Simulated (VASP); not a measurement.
# Al3BN2 (P6_3/mmc) in VASP: single point with PBE

Aim: the single point of Al3BN2 with PBE.

Program: VASP 6.6.1. These are calculated values, not measurements. Logs are shortened: lines on timing, memory, paths and dates and some standing lists are left out, and cuts for length are marked.

### 1 The cell of the first run

It takes space group P6_3/mmc (No. 194, hexagonal). Conventional cell: a = 2.872 Å, b = 2.872 Å, c = 15.732 Å, α = 90.00°, β = 90.00°, γ = 120.00°. Al (site symmetry 3m) has 3 N at 2.04 Å and 3 B at 2.29 Å within 2.7 Å. Al (site symmetry -3m) has 6 N at 2.03 Å within 2.7 Å. Within 3.0 Å of B (site symmetry -6m2) lie 6 Al at 2.29 Å and 6 B at 2.87 Å. Within 2.7 Å of N (site symmetry 3m) lie 6 Al at 2.03 to 2.04 Å.

### 2 Single point, PBE

Contents of INCAR:

```
ALGO     = Normal         # electronic algorithm
EDIFF    = 1E-6           # SCF threshold, eV
ENCUT    = 600            # plane-wave cutoff, eV
GGA      = PE             # functional
GGA_COMPAT= F            
ISIF     = 2              # what is computed and relaxed
ISMEAR   = 0              # smearing method
LASPH    = T              # aspherical terms in the spheres
LCHARG   = F              # write CHGCAR
LREAL    = F              # projectors in reciprocal space
LWAVE    = F              # write WAVECAR
NBANDS   = 34             # bands
NELM     = 120            # most SCF steps
PREC     = Accurate       # precision mode
SIGMA    = 0.15           # smearing width, eV
```

Contents of KPOINTS:

```
k-points
0
Gamma
  5 5 1
```

Contents of POSCAR:

```
Al3BN2
1.0
    2.8722949601      0.0000000000      0.0000000000
   -1.4361474800      2.4874804026      0.0000000000
    0.0000000000      0.0000000000     15.7324757143
Al B N
6 2 4
Direct
    0.3333333333      0.6666666667      0.3499646810
    0.6666666667      0.3333333333      0.6500353190
    0.0000000000      0.0000000000      0.5000000000
    0.3333333333      0.6666666667      0.1500353190
    0.6666666667      0.3333333333      0.8499646810
    0.0000000000      0.0000000000      0.0000000000
    0.0000000000      0.0000000000      0.2500000000
    0.0000000000      0.0000000000      0.7500000000
    0.6666666667      0.3333333333      0.4254694004
    0.3333333333      0.6666666667      0.5745305996
    0.6666666667      0.3333333333      0.0745305996
    0.3333333333      0.6666666667      0.9254694004
```

Potentials or basis: VASP PAW PBE potentials, release 64 (Al, B, N).

Launch:

```
> cat potpaw_PBE.64/Al/POTCAR potpaw_PBE.64/B/POTCAR potpaw_PBE.64/N/POTCAR > POTCAR
> mpirun -np 1 vasp_std > vasp.out
```

OUTCAR:

```text
EDIFF = 1E-6
   ENCUT = 600
   GGA = PE
   ISIF = 2
   ISMEAR = 0
   LASPH = T
   LREAL = F
   NELM = 120
   PREC = Accurate

 ion  position               nearest neighbor table
   1  0.333  0.667  0.350-   9 2.04   9 2.04   9 2.04   7 2.29   7 2.29   7 2.29   3 2.88   3 2.88
                             3 2.88   4 3.15
   2  0.667  0.333  0.650-  10 2.04  10 2.04  10 2.04   8 2.29   8 2.29   8 2.29   3 2.88   3 2.88
                             3 2.88   5 3.15
   3  0.000  0.000  0.500-   9 2.03  10 2.03  10 2.03   9 2.03   9 2.03  10 2.03   1 2.88   2 2.88
                             1 2.88   2 2.88   1 2.88   2 2.88
   4  0.333  0.667  0.150-  11 2.04  11 2.04  11 2.04   7 2.29   7 2.29   7 2.29   6 2.88   6 2.88
                             6 2.88   1 3.15
   5  0.667  0.333  0.850-  12 2.04  12 2.04  12 2.04   8 2.29   8 2.29   8 2.29   6 2.88   6 2.88
                             6 2.88   2 3.15
   6  0.000  0.000  0.000-  11 2.03  12 2.03  12 2.03  11 2.03  11 2.03  12 2.03   4 2.88   5 2.88
                             4 2.88   5 2.88   4 2.88   5 2.88
   7  0.000  0.000  0.250-   1 2.29   4 2.29   1 2.29   4 2.29   1 2.29   4 2.29
   8  0.000  0.000  0.750-   2 2.29   5 2.29   2 2.29   5 2.29   2 2.29   5 2.29
   9  0.667  0.333  0.425-   3 2.03   3 2.03   3 2.03   1 2.04   1 2.04   1 2.04
  10  0.333  0.667  0.575-   3 2.03   3 2.03   3 2.03   2 2.04   2 2.04   2 2.04
  11  0.667  0.333  0.075-   6 2.03   6 2.03   6 2.03   4 2.04   4 2.04   4 2.04
  12  0.333  0.667  0.925-   6 2.03   6 2.03   6 2.03   5 2.04   5 2.04   5 2.04

  LATTYP: Found a hexagonal cell.
 ALAT       =     2.8722949601
 C/A-ratio  =     5.4773189846

  Lattice vectors:

 A1 = (   2.8722949601,   0.0000000000,   0.0000000000)
 A2 = (  -1.4361474800,   2.4874804026,   0.0000000000)
 A3 = (   0.0000000000,   0.0000000000,  15.7324757143)

Analysis of symmetry for initial positions (statically):
=====================================================================
 Subroutine PRICEL returns:
 Original cell was already a primitive cell.

 Routine SETGRP: Setting up the symmetry group for a
 hexagonal supercell.

 Subroutine GETGRP returns: Found 24 space group operations
 (whereof 12 operations were pure point group operations)
 out of a pool of 24 trial point group operations.

The static configuration has the point symmetry D_3d.
 The point group associated with its full space group is D_6h.

Analysis of symmetry for dynamics (positions and initial velocities):
=====================================================================
 Subroutine PRICEL returns:
 Original cell was already a primitive cell.

 Routine SETGRP: Setting up the symmetry group for a
 hexagonal supercell.

 Subroutine GETGRP returns: Found 24 space group operations
 (whereof 12 operations were pure point group operations)
 out of a pool of 24 trial point group operations.

The dynamic configuration has the point symmetry D_3d.
 The point group associated with its full space group is D_6h.

 Subroutine INISYM returns: Found 24 space group operations
 (whereof 12 operations are pure point group operations),
 and found     1 'primitive' translations

----------------------------------------------------------------------------------------

                                     Primitive cell

  volume of cell :     112.4050

  direct lattice vectors                    reciprocal lattice vectors
     2.872294960  0.000000000  0.000000000     0.348153659  0.201006609  0.000000000
    -1.436147480  2.487480403  0.000000000     0.000000000  0.402013217  0.000000000
     0.000000000  0.000000000 15.732475714     0.000000000  0.000000000  0.063562787

  length of vectors
     2.872294960  2.872294960 15.732475714     0.402013217  0.402013217  0.063562787

  position of ions in fractional coordinates (direct lattice)
     0.333333333  0.666666667  0.349964681
     0.666666667  0.333333333  0.650035319
     0.000000000  0.000000000  0.500000000
     0.333333333  0.666666667  0.150035319
     0.666666667  0.333333333  0.849964681
     0.000000000  0.000000000  0.000000000
     0.000000000  0.000000000  0.250000000
     0.000000000  0.000000000  0.750000000
     0.666666667  0.333333333  0.425469400
     0.333333333  0.666666667  0.574530600
     0.666666667  0.333333333  0.074530600
     0.333333333  0.666666667  0.925469400

  ion indices of the primitive-cell ions
   primitive index   ion index
                 1           1
                 2           2
                 3           3
                 4           4
                 5           5
                 6           6
                 7           7
                 8           8
                 9           9
                10          10
                11          11
                12          12

----------------------------------------------------------------------------------------

 KPOINTS: k-points

Automatic generation of k-mesh.
 Grid dimensions read from file:
 generate k-points for:    5    5    1

 Generating k-lattice:

  Cartesian coordinates                     Fractional coordinates (reciprocal lattice)
     0.069630732  0.040201322  0.000000000     0.200000000  0.000000000  0.000000000
     0.000000000  0.080402643  0.000000000     0.000000000  0.200000000  0.000000000
     0.000000000  0.000000000  0.063562787     0.000000000  0.000000000  1.000000000

  Length of vectors
     0.080402643  0.080402643  0.063562787

  Shift w.r.t. Gamma in fractional coordinates (k-lattice)
     0.000000000  0.000000000  0.000000000

 Subroutine IBZKPT returns following result:
 ===========================================

 Found      5 irreducible k-points:

 Following reciprocal coordinates:
            Coordinates               Weight
  0.000000  0.000000  0.000000      1.000000
  0.200000  0.000000  0.000000      6.000000
  0.400000  0.000000  0.000000      6.000000
  0.200000  0.200000  0.000000      6.000000
  0.400000  0.200000  0.000000      6.000000
   k-points           NKPTS =      5   k-points in BZ     NKDIM =      5   number of bands    NBANDS=     34
   number of dos      NEDOS =    301   number of ions     NIONS =     12
   total plane-waves  NPLWV =  72576
   dimension x,y,z NGX =    24 NGY =   24 NGZ =  126
   dimension x,y,z NGXF=    48 NGYF=   48 NGZF=  252
   ions per type =               6   2   4
   NGX,Y,Z   is equivalent  to a cutoff of  13.89, 13.89, 13.31 a.u.
   NGXF,Y,Z  is equivalent  to a cutoff of  27.78, 27.78, 26.63 a.u.
 SYSTEM =  unknown system
   PREC   = accura    normal or accurate (medium, high low for compatibility)
   ISTART =      0    job   : 0-new  1-cont  2-samecut
   ICHARG =      2    charge: 1-file 2-atom 10-const
   ISPIN  =      1    spin polarized calculation?
   LNONCOLLINEAR =      F non collinear calculations
   LSORBIT =      F    spin-orbit coupling
   LASPH  =      T    aspherical Exc in radial PAW
   ENCUT  =  600.0 eV  44.10 Ry    6.64 a.u.   5.74  5.74 31.42*2*pi/ulx,y,z
   NELM   =    120;   NELMIN=  2; NELMDL= -5     # of ELM steps
   EDIFF  = 0.1E-05   stopping-criterion for ELM
   LREAL  =      F    real-space projection
   EDIFFG = 0.1E-04   stopping-criterion for IOM
   NSW    =      0    number of steps for IOM
   IBRION =     -1    ionic relax: 0-MD 1-quasi-New 2-CG
   NFREE  =      0    steps in history (QN), initial steepest desc. (CG)
   ISIF   =      2    stress and relaxation
   ISYM   =      2    0-nonsym 1-usesym 2-fastsym
   POTIM  = 0.5000    time-step for ionic-motion
   TEBEG  =    0.0;   TEEND  =   0.0 temperature during run
   PSTRESS=    0.0 pullay stress
   NELECT =      44.0000    total number of electrons
   NUPDOWN=      -1.0000    fix difference up-down
   EMIN   =  10.00;   EMAX   =-10.00  energy-range for DOS
   EFERMI =   0.00;   METHOD = LEGACY
   ISMEAR =     0;   SIGMA  =   0.15  broadening in eV -4-tet -1-fermi 0-gaus
   EFERMI_NEDOS =   21; number of points for ismear=-14 and -15
   IALGO  =     38    algorithm
   IMIX   =      4    mixing-type and parameters
     AMIX     =   0.40;   BMIX     =  1.00
     AMIX_MAG =   1.60;   BMIX_MAG =  1.00
  volume/ion in A,a.u.               =       9.37        63.21
  Fermi-wavevector in a.u.,A,eV,Ry     =   1.197560  2.263059 19.512781  1.434149
  Thomas-Fermi vector in A             =   2.333471
   LORBIT       =      0    0 simple, 1 ext, 2 COOP (PROOUT), +10 PAW based schemes
   GGA     = PE    functional components
   LHFCALC =     F    Hartree Fock is set to
   AEXX    =    0.0000 exact exchange contribution
   IVDW    =     0    specifies the selected vdW correction
   LEPSILON=     F    determine dielectric tensor
   LRPA    =     F    only Hartree local field effects (RPA)
 non-spin polarized calculation
 Gauss-broadening in eV      SIGMA  =   0.15
  energy-cutoff  :      600.00
  volume of cell :      112.41
 maximum number of plane-waves:      3766
 NGX is ok and might be reduce to    24
   NGX = 11   NGY = 11   NGZ = 63

 number of electron      43.9999996 magnetization

 Free energy of the ion-electron system (eV)
  ---------------------------------------------------
  ext. energy  EPLUGINS =         0.00000000
  ---------------------------------------------------
  free energy    TOTEN  =       -76.45660486 eV

  energy without entropy =      -76.43777039  energy(sigma->0) =      -76.44718763

 E-fermi :   9.9199     XC(G=0): -11.7050

 val. band max:        8.9938410943   @ k =   0.4000   0.2000   0.0000
 cond. band min:       9.9662525129   @ k =   0.2000   0.2000   0.0000
 fundamental gap:      0.9724114185
 Fermi energy:         9.9198773787

 k-point     1 :       0.0000    0.0000    0.0000
  band No.  band energies     occupation
      1      -8.5704      2.00000
      2      -8.5495      2.00000
      3      -7.0973      2.00000
      4      -7.0397      2.00000
      5      -1.8705      2.00000
      6      -1.3077      2.00000
[... 174 lines left out ...]
     33      17.1779      0.00000
     34      17.5983      0.00000

------------------------ aborting loop because EDIFF is reached ----------------------------------------

  FORCE on cell =-STRESS in cart. coord.  units (eV):
  Direction    XX          YY          ZZ          XY          YZ          ZX
  --------------------------------------------------------------------------------------
  -------------------------------------------------------------------------------------
  Total       -0.5129125     -0.5129125     -0.4530026     -0.0000000      0.0000000      0.0000000
  in kB       -7.3108534     -7.3108534     -6.4569219     -0.0000000      0.0000000      0.0000000
  external PRESSURE =      -7.0262096 kB  Pullay stress =       0.0000000 kB

 VOLUME and BASIS-vectors are now :
 -----------------------------------------------------------------------------
  energy-cutoff  :      600.00
  volume of cell :      112.41
      direct lattice vectors                 reciprocal lattice vectors
     2.872294960  0.000000000  0.000000000     0.348153659  0.201006609  0.000000000
    -1.436147480  2.487480403  0.000000000     0.000000000  0.402013217  0.000000000
     0.000000000  0.000000000 15.732475714     0.000000000  0.000000000  0.063562787

 POSITION                                       TOTAL-FORCE (eV/Angst)
 -----------------------------------------------------------------------------------
     -0.00000      1.65832      5.50581         0.000000      0.000000     -0.015543
      1.43615      0.82916     10.22666         0.000000      0.000000      0.015543
      0.00000      0.00000      7.86624         0.000000      0.000000      0.000000
     -0.00000      1.65832      2.36043         0.000000      0.000000      0.015543
      1.43615      0.82916     13.37205         0.000000      0.000000     -0.015543
      0.00000      0.00000      0.00000         0.000000      0.000000      0.000000
      0.00000      0.00000      3.93312         0.000000      0.000000      0.000000
      0.00000      0.00000     11.79936         0.000000      0.000000      0.000000
      1.43615      0.82916      6.69369        -0.000000     -0.000000      0.003842
     -0.00000      1.65832      9.03879        -0.000000     -0.000000     -0.003842
      1.43615      0.82916      1.17255         0.000000      0.000000     -0.003842
     -0.00000      1.65832     14.55992        -0.000000     -0.000000      0.003842
 -----------------------------------------------------------------------------------
    total drift:                                0.000000     -0.000000      0.000000

  FREE ENERGIE OF THE ION-ELECTRON SYSTEM (eV)
  ---------------------------------------------------
  free  energy   TOTEN  =       -76.4566048588 eV

  energy  without entropy=      -76.4377703936  energy(sigma->0) =      -76.44718763
```

Wall time 34 s (1 thread of Intel Xeon Platinum 8259CL at 2.50GHz (Skylake/Cascade Lake), shared host); peak memory 0.25 GiB.

What came out:

| Item | Value |
| --- | --- |
| Free energy | -76.4566 eV |
| Pressure | -0.7 GPa |
| Largest force | 0.016 eV/Å |
| Band gap on the k mesh | zero (bands 22 and 23 overlap by 5.45 eV) |

Forces in eV/Å, atoms in the order of the input:
```
Al   0.000  0.000 -0.016
Al   0.000  0.000  0.016
Al   0.000  0.000  0.000
Al   0.000  0.000  0.016
Al   0.000  0.000 -0.016
Al   0.000  0.000  0.000
B    0.000  0.000  0.000
B    0.000  0.000  0.000
N    0.000  0.000  0.004
N    0.000  0.000 -0.004
N    0.000  0.000 -0.004
N    0.000  0.000  0.004
```

Stress tensor (GPa, compression positive):
```
-0.73  0.00  0.00
 0.00 -0.73  0.00
 0.00  0.00 -0.65
```

Caveat: the k points lie up to 0.51 Å⁻¹ apart, too coarse for converged energies and pressures of a metal.

The gap in the log of VASP goes by the Fermi energy; the results here count the filled bands.